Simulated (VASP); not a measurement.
Here is a VASP 6.6.1 calculation.

Contents of INCAR:

```
PREC     = Accurate       # precision mode
ENCUT    = 700            # plane-wave cutoff, eV
EDIFF    = 1E-6           # SCF threshold, eV
ISMEAR   = 0              # smearing method
SIGMA    = 0.1            # smearing width, eV
LREAL    = F              # projectors in reciprocal space
LASPH    = T              # aspherical terms in the spheres
NELM     = 200            # most SCF steps
ALGO     = Normal         # electronic algorithm
ISIF     = 2              # what is computed and relaxed
LWAVE    = F              # write WAVECAR
LCHARG   = F              # write CHGCAR
ISPIN    = 2              # spin polarisation
MAGMOM   = 1 0 0 0        # initial moments
LORBIT   = 11             # projections on sites
LMAXMIX  = 4              # l up to which the mixer works
GGA      = PE             # functional
NBANDS   = 29             # bands
GGA_COMPAT= F
```

Contents of KPOINTS:

```
Automatic mesh
0
Gamma
  6 6 4
```

The input POSCAR:

```
TaF3
1.0
    4.3222321236      0.0000000000      0.0000000000
   -2.1611160618      3.7431628201      0.0000000000
    0.0000000000      0.0000000000      3.0494807880
Ta F
1 3
Direct
    0.0000000000      0.0000000000      0.0000000000
    0.5000000000      0.0000000000      0.0000000000
    0.0000000000      0.5000000000      0.0000000000
    0.5000000000      0.5000000000      0.0000000000
```

Potentials or basis: VASP PAW PBE potentials, release 64 (Ta_sv_GW, F).

Command:

```sh
$ cat potpaw_PBE.64/Ta_sv_GW/POTCAR potpaw_PBE.64/F/POTCAR > POTCAR
$ mpirun -np 1 vasp_std > vasp.out
```

(1) Predict the pressure.

(2) Estimate the net moment.

(3) Estimate the band gap on the k mesh.

Answers

(1) -0.6 GPa.

(2) 0.00 μB per cell.

(3) zero (filled and empty bands overlap).

Caveat: the k points lie up to 0.52 Å⁻¹ apart, too coarse for converged energies and pressures of a metal; spin-orbit coupling is left out, which moves the levels of the heavy elements.
